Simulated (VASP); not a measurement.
Write the native input for VASP 6.6.1 that does the following.

| Property | Result |
| --- | --- |
| Task | single point |
| Functional | PBE |
| Potentials or basis | VASP PAW PBE potentials, release 64 (Bi_d, Te) |
| Cutoff | 520 eV |
| k mesh | 12 × 12 × 12 |
| Occupations | gaussian, width 0.1 eV |
| Spin | no spin polarisation |
| Dipole correction | no |
| Further INCAR settings | ALGO = Normal; EDIFF = 1e-07; NBANDS = 18 |

The structure of BiTe lies in POSCAR:

```
BiTe
1.0
    2.3337001163      1.3473623904      3.7838717859
   -2.3337001163      1.3473623904      3.7838717859
    0.0000000000     -2.6947247807      3.7838717859
Bi Te
1 1
Direct
    0.5000000000      0.5000000000      0.5000000000
    0.0000000000      0.0000000000      0.0000000000
```

The input as run:

INCAR

```
  PREC = Accurate
  ENCUT = 520
  EDIFF = 1E-7
  ISMEAR = 0
  SIGMA = 0.1
  LREAL = F
  LASPH = T
  NELM = 100
  ALGO = Normal
  ISIF = 2
  LWAVE = F
  LCHARG = F
  GGA = PE
  NBANDS = 18
```

KPOINTS

```
Automatic mesh
0
Gamma
  12 12 12
```

Potentials or basis: VASP PAW PBE potentials, release 64 (Bi_d, Te).

Command:

```sh
$ cat potpaw_PBE.64/Bi_d/POTCAR potpaw_PBE.64/Te/POTCAR > POTCAR
$ mpirun -np 1 vasp_std > vasp.out
```

Results of the run:

| Quantity | Value |
| --- | --- |
| Pressure | -1.7 GPa |
| Band gap on the k mesh | zero (an odd number of electrons rules out a gap without spin polarisation) |

Caveat: spin-orbit coupling is left out, which moves the levels of the heavy elements.

It took 2.4 min on 1 thread of Intel(R) Xeon(R) 6975P-C (Granite Rapids), on a shared host, peak memory 0.38 GiB.
